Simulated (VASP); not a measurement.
# Ge4I (P4/mmm) in VASP: further runs

Runs on Ge4I. Level: PBE. Tasks: single point, relaxation of cell and atoms.

All numbers are computed with VASP 6.6.1; they aren't measurements. Logs are shortened: lines on timing, memory, paths and dates and some standing lists are left out, and cuts for length are marked.

**1. The cell of the first run**

Symmetry: P4/mmm, No. 123, tetragonal system. The conventional cell has a = 3.820 Å, b = 3.820 Å, c = 8.459 Å, α = 90.00°, β = 90.00°, γ = 90.00°. Within 3.6 Å of Ge (site symmetry 2mm) lie 5 Ge at 2.70 to 2.75 Å and 2 I at 3.44 Å. I (site symmetry 4/mmm) has 8 Ge at 3.44 Å and 4 I at 3.82 Å within 4.5 Å.

**2. Single point, PBE**

INCAR

```
  PREC = Accurate
  ENCUT = 520
  EDIFF = 1E-7
  ISMEAR = 0
  SIGMA = 0.1
  LREAL = F
  LASPH = T
  NELM = 80
  ALGO = Normal
  ISIF = 2
  LWAVE = F
  LCHARG = F
  GGA = PE
  NBANDS = 40
```

KPOINTS

```
regular mesh
0
Gamma
  4 4 4
```

POSCAR

```
Ge4I
1.0
    3.8202291772      0.0000000000      0.0000000000
    0.0000000000      3.8202291772      0.0000000000
    0.0000000000      0.0000000000      8.4592303142
Ge I
4 1
Direct
    0.5000000000      0.0000000000      0.3376551128
    0.0000000000      0.5000000000      0.6623448872
    0.5000000000      0.0000000000      0.6623448872
    0.0000000000      0.5000000000      0.3376551128
    0.0000000000      0.0000000000      0.0000000000
```

Potentials or basis: VASP PAW PBE potentials, release 64 (Ge_d, I).

Launch:

```bash
$ cat potpaw_PBE.64/Ge_d/POTCAR potpaw_PBE.64/I/POTCAR > POTCAR
$ mpirun -np 1 vasp_std > vasp.out
```

OUTCAR:

```text
PREC = Accurate
   ENCUT = 520
   EDIFF = 1E-7
   ISMEAR = 0
   LREAL = F
   LASPH = T
   NELM = 80
   ISIF = 2
   GGA = PE

 ion  position               nearest neighbor table
   1  0.500  0.000  0.338-   4 2.70   4 2.70   4 2.70   4 2.70   3 2.75
   2  0.000  0.500  0.662-   3 2.70   3 2.70   3 2.70   3 2.70   4 2.75
   3  0.500  0.000  0.662-   2 2.70   2 2.70   2 2.70   2 2.70   1 2.75
   4  0.000  0.500  0.338-   1 2.70   1 2.70   1 2.70   1 2.70   2 2.75
   5  0.000  0.000  0.000-

  LATTYP: Found a simple tetragonal cell.
 ALAT       =     3.8202291772
 C/A-ratio  =     2.2143253511

  Lattice vectors:

 A1 = (   3.8202291772,   0.0000000000,   0.0000000000)
 A2 = (   0.0000000000,   3.8202291772,   0.0000000000)
 A3 = (   0.0000000000,   0.0000000000,   8.4592303142)

Analysis of symmetry for initial positions (statically):
=====================================================================
 Subroutine PRICEL returns:
 Original cell was already a primitive cell.

 Routine SETGRP: Setting up the symmetry group for a
 simple tetragonal supercell.

 Subroutine GETGRP returns: Found 16 space group operations
 (whereof 16 operations were pure point group operations)
 out of a pool of 16 trial point group operations.

The static configuration has the point symmetry D_4h.

Analysis of symmetry for dynamics (positions and initial velocities):
=====================================================================
 Subroutine PRICEL returns:
 Original cell was already a primitive cell.

 Routine SETGRP: Setting up the symmetry group for a
 simple tetragonal supercell.

 Subroutine GETGRP returns: Found 16 space group operations
 (whereof 16 operations were pure point group operations)
 out of a pool of 16 trial point group operations.

The dynamic configuration has the point symmetry D_4h.

 Subroutine INISYM returns: Found 16 space group operations
 (whereof 16 operations are pure point group operations),
 and found     1 'primitive' translations

----------------------------------------------------------------------------------------

                                     Primitive cell

  volume of cell :     123.4553

  direct lattice vectors                    reciprocal lattice vectors
     3.820229177  0.000000000  0.000000000     0.261764400  0.000000000  0.000000000
     0.000000000  3.820229177  0.000000000     0.000000000  0.261764400  0.000000000
     0.000000000  0.000000000  8.459230314     0.000000000  0.000000000  0.118214065

  length of vectors
     3.820229177  3.820229177  8.459230314     0.261764400  0.261764400  0.118214065

  position of ions in fractional coordinates (direct lattice)
     0.500000000  0.000000000  0.337655113
     0.000000000  0.500000000  0.662344887
     0.500000000  0.000000000  0.662344887
     0.000000000  0.500000000  0.337655113
     0.000000000  0.000000000  0.000000000

  ion indices of the primitive-cell ions
   primitive index   ion index
                 1           1
                 2           2
                 3           3
                 4           4
                 5           5

----------------------------------------------------------------------------------------

 KPOINTS: regular mesh

Automatic generation of k-mesh.
 Grid dimensions read from file:
 generate k-points for:    4    4    4

 Generating k-lattice:

  Cartesian coordinates                     Fractional coordinates (reciprocal lattice)
     0.065441100  0.000000000  0.000000000     0.250000000  0.000000000  0.000000000
     0.000000000  0.065441100  0.000000000     0.000000000  0.250000000  0.000000000
     0.000000000  0.000000000  0.029553516     0.000000000  0.000000000  0.250000000

  Length of vectors
     0.065441100  0.065441100  0.029553516

  Shift w.r.t. Gamma in fractional coordinates (k-lattice)
     0.000000000  0.000000000  0.000000000

 Subroutine IBZKPT returns following result:
 ===========================================

 Found     18 irreducible k-points:

 Following reciprocal coordinates:
            Coordinates               Weight
  0.000000  0.000000  0.000000      1.000000
  0.250000  0.000000  0.000000      4.000000
  0.500000  0.000000  0.000000      2.000000
  0.250000  0.250000  0.000000      4.000000
  0.500000  0.250000  0.000000      4.000000
  0.500000  0.500000  0.000000      1.000000
[... 10 lines left out ...]
  0.500000  0.250000  0.500000      4.000000
  0.500000  0.500000  0.500000      1.000000
   k-points           NKPTS =     18   k-points in BZ     NKDIM =     18   number of bands    NBANDS=     40
   number of dos      NEDOS =    301   number of ions     NIONS =      5
   total plane-waves  NPLWV =  50176
   dimension x,y,z NGX =    28 NGY =   28 NGZ =   64
   dimension x,y,z NGXF=    56 NGYF=   56 NGZF=  128
   ions per type =               4   1
   NGX,Y,Z   is equivalent  to a cutoff of  12.18, 12.18, 12.58 a.u.
   NGXF,Y,Z  is equivalent  to a cutoff of  24.37, 24.37, 25.16 a.u.
 SYSTEM =  unknown system
   PREC   = accura    normal or accurate (medium, high low for compatibility)
   ISTART =      0    job   : 0-new  1-cont  2-samecut
   ICHARG =      2    charge: 1-file 2-atom 10-const
   ISPIN  =      1    spin polarized calculation?
   LNONCOLLINEAR =      F non collinear calculations
   LSORBIT =      F    spin-orbit coupling
   LASPH  =      T    aspherical Exc in radial PAW
   ENCUT  =  520.0 eV  38.22 Ry    6.18 a.u.   7.10  7.10 15.73*2*pi/ulx,y,z
   NELM   =     80;   NELMIN=  2; NELMDL= -5     # of ELM steps
   EDIFF  = 0.1E-06   stopping-criterion for ELM
   LREAL  =      F    real-space projection
   EDIFFG = 0.1E-05   stopping-criterion for IOM
   NSW    =      0    number of steps for IOM
   IBRION =     -1    ionic relax: 0-MD 1-quasi-New 2-CG
   NFREE  =      0    steps in history (QN), initial steepest desc. (CG)
   ISIF   =      2    stress and relaxation
   ISYM   =      2    0-nonsym 1-usesym 2-fastsym
   POTIM  = 0.5000    time-step for ionic-motion
   TEBEG  =    0.0;   TEEND  =   0.0 temperature during run
   PSTRESS=    0.0 pullay stress
   NELECT =      63.0000    total number of electrons
   NUPDOWN=      -1.0000    fix difference up-down
   EMIN   =  10.00;   EMAX   =-10.00  energy-range for DOS
   EFERMI =   0.00;   METHOD = LEGACY
   ISMEAR =     0;   SIGMA  =   0.10  broadening in eV -4-tet -1-fermi 0-gaus
   EFERMI_NEDOS =   21; number of points for ismear=-14 and -15
   IALGO  =     38    algorithm
   IMIX   =      4    mixing-type and parameters
     AMIX     =   0.40;   BMIX     =  1.00
     AMIX_MAG =   1.60;   BMIX_MAG =  1.00
  volume/ion in A,a.u.               =      24.69       166.62
  Fermi-wavevector in a.u.,A,eV,Ry     =   1.308233  2.472202 23.286014  1.711474
  Thomas-Fermi vector in A             =   2.438914
   LORBIT       =      0    0 simple, 1 ext, 2 COOP (PROOUT), +10 PAW based schemes
   GGA     = PE    functional components
   LHFCALC =     F    Hartree Fock is set to
   AEXX    =    0.0000 exact exchange contribution
   IVDW    =     0    specifies the selected vdW correction
   LEPSILON=     F    determine dielectric tensor
   LRPA    =     F    only Hartree local field effects (RPA)
 non-spin polarized calculation
 Gauss-broadening in eV      SIGMA  =   0.10
  energy-cutoff  :      520.00
  volume of cell :      123.46
 maximum number of plane-waves:      3344
   NGX = 15   NGY = 15   NGZ = 31

 number of electron      62.9999975 magnetization

 Free energy of the ion-electron system (eV)
  ---------------------------------------------------
  ext. energy  EPLUGINS =         0.00000000
  ---------------------------------------------------
  free energy    TOTEN  =       -18.13230511 eV

  energy without entropy =      -18.11852633  energy(sigma->0) =      -18.12541572

 E-fermi :   4.9310     XC(G=0):  -9.9307

 val. band max:        4.9082308549   @ k =   0.5000   0.0000   0.2500
 cond. band min:       4.9887758048   @ k =   0.2500   0.0000   0.0000
 fundamental gap:      0.0805449499
 Fermi energy:         4.9310084450

 k-point     1 :       0.0000    0.0000    0.0000
  band No.  band energies     occupation
      1     -19.8396      2.00000
      2     -19.8337      2.00000
      3     -19.8043      2.00000
      4     -19.7489      2.00000
      5     -19.7431      2.00000
      6     -19.7305      2.00000
[... 32 lines left out ...]
     39      12.0964      0.00000
     40      12.1765      0.00000

 k-point     2 :       0.2500    0.0000    0.0000
  band No.  band energies     occupation
      1     -19.7953      2.00000
      2     -19.7898      2.00000
      3     -19.7857      2.00000
      4     -19.7233      2.00000
      5     -19.7212      2.00000
      6     -19.7197      2.00000
[... 32 lines left out ...]
     39      10.5342      0.00000
     40      10.8665      0.00000

 k-point     3 :       0.5000    0.0000    0.0000
  band No.  band energies     occupation
      1     -19.7438      2.00000
      2     -19.7433      2.00000
      3     -19.6994      2.00000
      4     -19.6963      2.00000
      5     -19.6952      2.00000
      6     -19.6927      2.00000
[... 32 lines left out ...]
     39       8.7333      0.00000
     40      10.6799      0.00000

 k-point     4 :       0.2500    0.2500    0.0000
  band No.  band energies     occupation
      1     -19.8106      2.00000
      2     -19.7809      2.00000
      3     -19.7369      2.00000
      4     -19.7286      2.00000
      5     -19.7264      2.00000
      6     -19.7029      2.00000
[... 32 lines left out ...]
     39      10.4325      0.00000
     40      12.2397      0.00000
[... 514 lines left out ...]
     39      11.2221      0.00000
     40      11.8593      0.00000

 k-point    17 :       0.5000    0.2500    0.5000
  band No.  band energies     occupation
      1     -19.7798      2.00000
      2     -19.7797      2.00000
      3     -19.7329      2.00000
      4     -19.7327      2.00000
      5     -19.7311      2.00000
      6     -19.7266      2.00000
[... 32 lines left out ...]
     39      11.3666      0.00000
     40      11.5269      0.00000

 k-point    18 :       0.5000    0.5000    0.5000
  band No.  band energies     occupation
      1     -19.8026      2.00000
      2     -19.8026      2.00000
      3     -19.7596      2.00000
      4     -19.7596      2.00000
      5     -19.7453      2.00000
      6     -19.7407      2.00000
[... 32 lines left out ...]
     39      11.3599      0.00000
     40      13.4695      0.00000

------------------------ aborting loop because EDIFF is reached ----------------------------------------

  FORCE on cell =-STRESS in cart. coord.  units (eV):
  Direction    XX          YY          ZZ          XY          YZ          ZX
  --------------------------------------------------------------------------------------
  -------------------------------------------------------------------------------------
  Total        0.0840807      0.0840807      0.0464862      0.0000000     -0.0000000      0.0000000
  in kB        1.0911826      1.0911826      0.6032884      0.0000000     -0.0000000      0.0000000
  external PRESSURE =       0.9285512 kB  Pullay stress =       0.0000000 kB

 VOLUME and BASIS-vectors are now :
 -----------------------------------------------------------------------------
  energy-cutoff  :      520.00
  volume of cell :      123.46
      direct lattice vectors                 reciprocal lattice vectors
     3.820229177  0.000000000  0.000000000     0.261764400  0.000000000  0.000000000
     0.000000000  3.820229177  0.000000000     0.000000000  0.261764400  0.000000000
     0.000000000  0.000000000  8.459230314     0.000000000  0.000000000  0.118214065

 POSITION                                       TOTAL-FORCE (eV/Angst)
 -----------------------------------------------------------------------------------
      1.91011      0.00000      2.85630         0.000000     -0.000000      0.011420
      0.00000      1.91011      5.60293        -0.000000      0.000000     -0.011420
      1.91011      0.00000      5.60293        -0.000000      0.000000     -0.011420
      0.00000      1.91011      2.85630         0.000000      0.000000      0.011420
      0.00000      0.00000      0.00000         0.000000      0.000000     -0.000000
 -----------------------------------------------------------------------------------
    total drift:                                0.000000      0.000000      0.000000

  FREE ENERGIE OF THE ION-ELECTRON SYSTEM (eV)
  ---------------------------------------------------
  free  energy   TOTEN  =       -18.1323051081 eV

  energy  without entropy=      -18.1185263292  energy(sigma->0) =      -18.12541572
```

It took 29 s on 1 thread of Intel Xeon 6975P-C (Granite Rapids), shared host; peak memory 0.25 GiB.

What came out:

```
Free energy   : -18.1323 eV
Pressure      : 0.1 GPa
Largest force : 0.011 eV/Å
```

Forces in eV/Å, atoms in the order of the input:
```
Ge   0.000  0.000  0.011
Ge   0.000  0.000 -0.011
Ge   0.000  0.000 -0.011
Ge   0.000  0.000  0.011
I    0.000  0.000  0.000
```

Caveat: the k points lie up to 0.41 Å⁻¹ apart; spin-orbit coupling is left out, which moves the levels of the heavy elements; an odd number of electrons without spin polarisation forces a metal; a magnetic or distorted state may lie lower.

**3. Relaxation of cell and atoms, PBE**

INCAR

```
SYSTEM = Ge4I
PREC = Accurate
ENCUT = 600
EDIFF = 1E-6
ISMEAR = 0
SIGMA = 0.1
LREAL = .FALSE.
LASPH = .TRUE.
NELM = 100
ALGO = Normal
ISIF = 3
LWAVE = .FALSE.
LCHARG = .FALSE.
GGA = PE
IBRION = 2
NSW = 100
EDIFFG = -0.01
```

KPOINTS

```
regular mesh
0
G
  10 10 6
  0 0 0
```

POSCAR is that of step 2.

Potentials or basis: VASP PAW PBE potentials, release 64 (Ge_d, I).

Launch:

```bash
$ cat potpaw_PBE.64/Ge_d/POTCAR potpaw_PBE.64/I/POTCAR > POTCAR
$ mpirun -np 1 vasp_std > vasp.out
```

It took 3.7 min on 1 thread of Intel Xeon 6975P-C (Granite Rapids), shared host; peak memory 0.52 GiB.

The run converged. Its results:

- Free energy: -18.1691 eV
- Relaxed volume: 24.47 Å³/atom
- Relaxed cell: a = 3.806 Å, b = 3.806 Å, c = 8.445 Å, α = 90.00°, β = 90.00°, γ = 90.00°
- Space group after relaxing (to 0.05 Å): P4/mmm (No. 123)
- Energy gained by relaxing: 0.4 meV/atom
- Ionic steps: 2
- Pressure after relaxing: 0.0 GPa
- Largest force after relaxing: 0.005 eV/Å

Forces in eV/Å, atoms in the order of the input:
```
Ge   0.000  0.000 -0.005
Ge   0.000  0.000  0.005
Ge   0.000  0.000  0.005
Ge   0.000  0.000 -0.005
I    0.000  0.000  0.000
```

Step by step:
| step | energy change (eV) | largest force (eV/Å) | pressure (GPa) | volume (Å³) |
| --- | --- | --- | --- | --- |
| 1 | 0.0000 | 0.0005 | -0.40 | 123.46 |
| 2 | -0.0018 | 0.0054 | -0.01 | 122.34 |

Final structure:
```cif
data_structure
_symmetry_space_group_name_H-M 'P 1'
_symmetry_Int_Tables_number 1
_cell_length_a 3.8062
_cell_length_b 3.8062
_cell_length_c 8.4451
_cell_angle_alpha 90.000
_cell_angle_beta 90.000
_cell_angle_gamma 90.000
_cell_volume 122.34
loop_
_atom_site_label
_atom_site_type_symbol
_atom_site_fract_x
_atom_site_fract_y
_atom_site_fract_z
_atom_site_occupancy
Ge1 Ge 0.50000 0.00000 0.33765 1
Ge2 Ge 0.00000 0.50000 0.66235 1
Ge3 Ge 0.50000 0.00000 0.66235 1
Ge4 Ge 0.00000 0.50000 0.33765 1
I1 I 0.00000 0.00000 0.00000 1
```

Levels at points of the mesh, in eV from the Fermi level:
| k point | band 27 | band 28 | band 29 | band 30 | band 31 | band 32 | band 33 | band 34 | band 35 | band 36 |
| --- | --- | --- | --- | --- | --- | --- | --- | --- | --- | --- |
| (0.00, 0.00, 0.00) | -2.14 | -2.14 | -1.94 | -0.60 | -0.60 | -0.47 | -0.47 | 2.29 | 3.23 | 3.55 |
| (0.50, 0.00, 0.00) | -2.12 | -1.17 | -0.62 | -0.30 | 0.88 | 1.17 | 1.86 | 2.03 | 2.13 | 2.26 |
| (0.50, 0.50, 0.00) | -4.95 | -4.46 | -3.52 | -3.41 | -3.41 | -0.67 | 0.55 | 0.55 | 3.23 | 3.41 |
| (0.00, 0.00, 0.50) | -1.94 | -1.94 | -1.37 | -1.37 | -0.16 | 0.18 | 0.18 | 1.23 | 2.59 | 3.92 |
| (0.50, 0.00, 0.50) | -3.42 | -1.66 | -0.54 | 0.81 | 0.90 | 0.99 | 1.96 | 2.00 | 2.25 | 2.53 |
| (0.50, 0.50, 0.50) | -4.98 | -3.55 | -3.47 | -2.76 | -2.76 | -1.60 | -0.74 | -0.74 | 4.30 | 4.43 |

Caveat: spin-orbit coupling is left out, which moves the levels of the heavy elements; an odd number of electrons without spin polarisation forces a metal; a magnetic or distorted state may lie lower.

[end of part 1 of 2]
